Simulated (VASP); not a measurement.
Wanted: the native input for a VASP 6.6.1 run.

```
Task                   : single point
Functional             : PBE
Potentials or basis    : VASP PAW PBE potentials, release 64 (Zn, S)
Cutoff                 : 520 eV
k mesh                 : 1 × 1 × 15
Occupations            : gaussian, width 0.05 eV
Spin                   : collinear spin
Starting moments       : [0.5, 0.5] μB
Dipole correction      : no
Further INCAR settings : ALGO = Normal; EDIFF = 1e-07; NBANDS = 20
```

The structure of ZnS lies in POSCAR:

```
ZnS
1.0
    9.0000000000      0.0000000000      0.0000000000
    0.0000000000      9.3000000000      0.0000000000
    0.0000000000      0.0000000000      4.2423690711
Zn S
1 1
Direct
    0.5000000000      0.5000000000      0.0000000000
    0.5000000000      0.5000000000      0.5000000000
```

One way to write it, as run:

INCAR

```
PREC = Accurate ; ENCUT = 520
EDIFF = 1E-7 ; ISMEAR = 0
SIGMA = 0.05 ; LREAL = False
LASPH = True ; NELM = 150
ALGO = Normal ; ISIF = 2
LWAVE = False ; LCHARG = False
ISPIN = 2 ; MAGMOM = 0.5 0.5
LORBIT = 11 ; GGA = PE
NBANDS = 20
```

KPOINTS

```
regular mesh
0
Gamma
  1 1 15
```

Potentials or basis: VASP PAW PBE potentials, release 64 (Zn, S).

The run is started by

```console
$ cat potpaw_PBE.64/Zn/POTCAR potpaw_PBE.64/S/POTCAR > POTCAR
$ mpirun -np 1 vasp_std > vasp.out
```

Results of the run:

- Band gap on the k mesh: 1.44 eV (least direct gap 2.38 eV)
- Net moment: 0.00 μB per cell
- Valence electrons inside the program's atomic spheres: Zn 10.74; S 3.75

Wall time 2.1 min on 1 thread of Intel(R) Xeon(R) Platinum 8259CL CPU @ 2.50GHz (Skylake/Cascade Lake), with other jobs on the host, peak memory 0.55 GiB.
